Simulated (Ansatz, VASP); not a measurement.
# Fe: VASP beside Ansatz

Contents of INCAR:

```
SYSTEM = Fe
ALGO = Normal
EDIFF = 1E-7
ENCUT = 520
GGA = RP
ISIF = 2
ISMEAR = -1
ISPIN = 2
LASPH = .True.
LCHARG = .False.
LMAXMIX = 4
LORBIT = 11
LREAL = .False.
LWAVE = .False.
MAGMOM = 2.572 2.572 2.522 2.522 2.522 2.522 2.522 2.522
NBANDS = 46
NELM = 150
PREC = Accurate
SIGMA = 0.05
```

The input KPOINTS:

```
k-points
0
Gamma
  7 7 7
  0 0 0
```

File POSCAR:

```
Fe
1.0
    4.6119602615      0.0000000000      0.0000000000
    0.0000000000      4.6119602615      0.0000000000
    0.0000000000      0.0000000000      4.6119602615
Fe
8
Direct
    1.0000000000      0.0000000000      0.0000000000
    0.5000000000      0.5000000000      0.5000000000
    0.2500000000      0.0000000000      0.5000000000
    0.7500000000      1.0000000000      0.5000000000
    0.5000000000      0.2500000000      1.0000000000
    0.5000000000      0.7500000000      0.0000000000
    0.0000000000      0.5000000000      0.2500000000
    0.0000000000      0.5000000000      0.7500000000
```

Input for Ansatz:

```yaml
crystal:
  lattice:
    - [4.6119602615, 0.0, 0.0]
    - [0.0, 4.6119602615, 0.0]
    - [0.0, 0.0, 4.6119602615]
  atoms:
    - { symbol: Fe, position: [1.0, 0.0, 0.0], spin: 2.572 }
    - { symbol: Fe, position: [0.5, 0.5, 0.5], spin: 2.572 }
    - { symbol: Fe, position: [0.25, 0.0, 0.5], spin: 2.522 }
    - { symbol: Fe, position: [0.75, 1.0, 0.5], spin: 2.522 }
    - { symbol: Fe, position: [0.5, 0.25, 1.0], spin: 2.522 }
    - { symbol: Fe, position: [0.5, 0.75, 0.0], spin: 2.522 }
    - { symbol: Fe, position: [0.0, 0.5, 0.25], spin: 2.522 }
    - { symbol: Fe, position: [0.0, 0.5, 0.75], spin: 2.522 }
hamiltonian:
  xc: rpbe
  pseudopotentials:
    kind: paw
    azcp:
      Fe: "pseudopotentials/Fe.paw.azcp"
basis:
  ecutwfc: 420
  fft_grid_basis: typed
kpoints:
  mp_grid: { grid: [7, 7, 7], shift: [0, 0, 0] }
magnetization:
  spin_polarized: true
scf:
  occupations: { method: fermi_dirac, width: 0.05 }
```

Alike in both runs: task single point; functional RPBE; k mesh 7 × 7 × 7; occupations fermi-dirac, width 0.05 eV; collinear spin.

|  | VASP | Ansatz |
| --- | --- | --- |
| version | VASP 6.6.1 | Ansatz 0.2.0 |
| potentials or method | VASP PAW PBE potentials, release 64 (Fe), cutoff 520 eV | plane waves (420 eV) with PAW, scalar-relativistic |
| valence electrons in the cell | 64 | 128 |

```tsv
	VASP	Ansatz	Ansatz less VASP
net moment per atom (μB)	2.50	2.48	-0.019
size of the moment on the site where the two differ most (μB)	2.50	2.55	+0.044
```

VASP's potentials were made for PBE, not for RPBE. Site moments also hang on the region over which each program counts them. VASP's potentials hold 64 valence electrons a cell and Ansatz's 128, so a difference there can come from the potentials and not from the codes.
